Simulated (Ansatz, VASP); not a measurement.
**One calculation of V, two programs**

INCAR

```
AGGAC = 1.0 ; AGGAX = 1.0
ALDAC = 0.0 ; ALDAX = 1.0
ALGO = Normal ; EDIFF = 1E-6
EDIFFG = -0.01 ; ENCUT = 600
GGA = B5 ; IBRION = 2
ISIF = 3 ; ISMEAR = -1
ISPIN = 2 ; IVDW = 12
LASPH = True ; LCHARG = False
LMAXMIX = 4 ; LORBIT = 11
LREAL = False ; LWAVE = False
MAGMOM = 2 ; NELM = 150
NSW = 80 ; PREC = Accurate
SIGMA = 0.05 ; VDW_A1 = 0.4298
VDW_A2 = 4.2359 ; VDW_S6 = 1.0
VDW_S8 = 2.6996
```

The input KPOINTS:

```
k-points
0
Gamma
  12 12 12
```

File POSCAR:

```
V
1.0
   -1.5143500000      1.5143500000      1.5143500000
    1.5143500000     -1.5143500000      1.5143500000
    1.5143500000      1.5143500000     -1.5143500000
V
1
Direct
    0.0000000000      0.0000000000      0.0000000000
```

input.yaml

```yaml
crystal:
  lattice:
    - [-1.51435, 1.51435, 1.51435]
    - [1.51435, -1.51435, 1.51435]
    - [1.51435, 1.51435, -1.51435]
  atoms:
    - { symbol: V, position: [0.0, 0.0, 0.0], spin: 2.0 }
kpoints:
  mp_grid: { grid: [12, 12, 12] }
scf:
  occupations: { method: fermi_dirac, width: 0.05 }
hamiltonian:
  xc: blyp
  dispersion: d3bj
  pseudopotentials: { kind: all_electron, lapw: { basis_error: 0.001 } }
magnetization:
  spin_polarized: true
output:
  forces: true
  stress: true
relax:
  f_tol: 0.01
  max_steps: 60
  cell: {}
```

Alike in both runs: task relaxation of cell and atoms; functional BLYP; dispersion D3(BJ); k mesh 12 × 12 × 12; occupations fermi-dirac, width 0.05 eV; collinear spin.

|  | VASP | Ansatz |
| --- | --- | --- |
| version | VASP 6.6.1 | Ansatz 0.2.0 |
| potentials or method | VASP PAW PBE potentials, release 64 (V_sv), cutoff 600 eV | all-electron LAPW, scalar-relativistic |

```csv
,VASP,Ansatz,Ansatz less VASP
net moment per atom (μB),0.00,0.00,0.000
relaxed volume (Å³/atom),12.34,12.32,-0.022
relaxed cell length with the largest relative difference (Å),2.521,2.520,-0.0015
```

VASP's potentials were made for PBE, not for BLYP. Ansatz ran all-electron here, and VASP with PAW potentials.
